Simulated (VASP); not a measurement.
Here is a VASP 6.6.1 calculation.

The input INCAR:

```
SYSTEM = InSi8C7
ALGO = Normal
EDIFF = 1E-6
ENCUT = 520
GGA = PS
ISIF = 2
ISMEAR = -1
ISPIN = 2
LASPH = .True.
LCHARG = .True.
LELF = .True.
LORBIT = 11
LREAL = Auto
LVHAR = .True.
LWAVE = .False.
MAGMOM = 0 0.2 0 0.2 0 0.2 0 0.2 0 0 0 0 0 0 0 0.2
NBANDS = 54
NELM = 150
PREC = Accurate
SIGMA = 0.05
```

KPOINTS

```
Automatic mesh
0
Gamma
  2 2 2
  0.5 0.5 0.5
```

POSCAR

```
InSi8C7
1.0
    8.7137060000      0.0000000000      0.0000000000
    0.0000000000      4.3568530000      0.0000000000
    0.0000000000      0.0000000000      4.3568530000
Si C In
8 7 1
Direct
    0.9997220000      0.0277160000      0.9837710000
    0.5116230000      0.9802120000      0.9993570000
    0.2568990000      0.4887480000      0.0165420000
    0.7540330000      0.4875950000      0.0513220000
    0.2422740000      0.9879920000      0.5081360000
    0.7327910000      0.0105690000      0.4553900000
    0.0086250000      0.5028590000      0.5018390000
    0.5078490000      0.4649170000      0.4611000000
    0.1142000000      0.2422070000      0.2506800000
    0.3750760000      0.7398810000      0.2592250000
    0.8640240000      0.7727270000      0.2392540000
    0.3659780000      0.2503010000      0.7676000000
    0.8892890000      0.2380120000      0.7532230000
    0.1297800000      0.7241770000      0.7371030000
    0.6117430000      0.7316100000      0.7736380000
    0.6203200000      0.2983560000      0.2837390000
```

Potentials or basis: VASP PAW PBE potentials, release 64 (Si, C, In_d).

Run with:

```sh
$ cat potpaw_PBE.64/Si/POTCAR potpaw_PBE.64/C/POTCAR potpaw_PBE.64/In_d/POTCAR > POTCAR
$ mpirun -np 1 vasp_std > vasp.out
```

(1) Estimate the largest force.

(2) What does it give for the net moment?

(3) What does it give for the pressure?

Results:

(1) 80.902 eV/Å.

(2) 0.00 μB per cell.

(3) 83.2 GPa.

Caveat: the k points lie up to 0.72 Å⁻¹ apart; atoms lie so close that the PAW spheres overlap strongly, which falsifies energies and pressures; the PAW data sets were made with another functional, which shifts forces and pressure a little.
